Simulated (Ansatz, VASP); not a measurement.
Given: the input of a run of Ansatz 0.2.0 on NbTe.

Contents of input.yaml:

```yaml
crystal:
  lattice:
    - [3.4257, 0.0, 0.0]
    - [0.0, 3.4257, 0.0]
    - [0.0, 0.0, 3.4257]
  atoms:
    - { symbol: Nb, position: [0.5, 0.5, 0.5] }
    - { symbol: Te, position: [0.0, 0.0, 0.0] }
hamiltonian:
  xc: pbe
  pseudopotentials: { kind: paw }
kpoints:
  mp_grid: { grid: [8, 8, 8] }
scf:
  occupations: { method: gaussian, width: 0.023 }
output:
  forces: true
  stress: true
  eigenvalues: true
```

Potentials or basis: Ansatz PAW.

Command:

```bash
$ ansatz run input.yaml --threads 2 --pin off --max-ram 5632MiB --backend cpu --events-out ev --progress --plain --runs-dir out
```

Set up the same calculation for VASP 6.6.1. Potentials there: VASP PAW PBE potentials, release 64 (Nb_sv, Te).

As run (the cutoff follows the program's own potentials):

Contents of INCAR:

```
PREC = Accurate
ENCUT = 520
EDIFF = 1E-6
ISMEAR = 0
SIGMA = 0.023
LREAL = False
LASPH = True
NELM = 100
ALGO = Normal
ISIF = 2
LWAVE = False
LCHARG = True
GGA = PE
LELF = True
LVHAR = True
NBANDS = 16
```

Contents of KPOINTS:

```
Automatic mesh
0
Gamma
  8 8 8
```

File POSCAR:

```
NbTe
1.0
    3.4257000000      0.0000000000      0.0000000000
    0.0000000000      3.4257000000      0.0000000000
    0.0000000000      0.0000000000      3.4257000000
Nb Te
1 1
Direct
    0.5000000000      0.5000000000      0.5000000000
    0.0000000000      0.0000000000      0.0000000000
```

Potentials or basis: VASP PAW PBE potentials, release 64 (Nb_sv, Te).

The run is started by

```bash
$ cat potpaw_PBE.64/Nb_sv/POTCAR potpaw_PBE.64/Te/POTCAR > POTCAR
$ mpirun -np 1 vasp_std > vasp.out
```

Both were run:

|  | VASP | Ansatz | Ansatz less VASP |
| --- | --- | --- | --- |
| gap on the k mesh at the Fermi level (eV) | none | none | - |
| pressure (GPa) | -0.3 | -0.1 | +0.19 |

A gap of «none» marks a metal or a gap that the smearing closes. VASP's potentials hold 19 valence electrons a cell and Ansatz's 29, so a difference there can come from the potentials and not from the codes.

Neither program's run includes spin-orbit coupling.
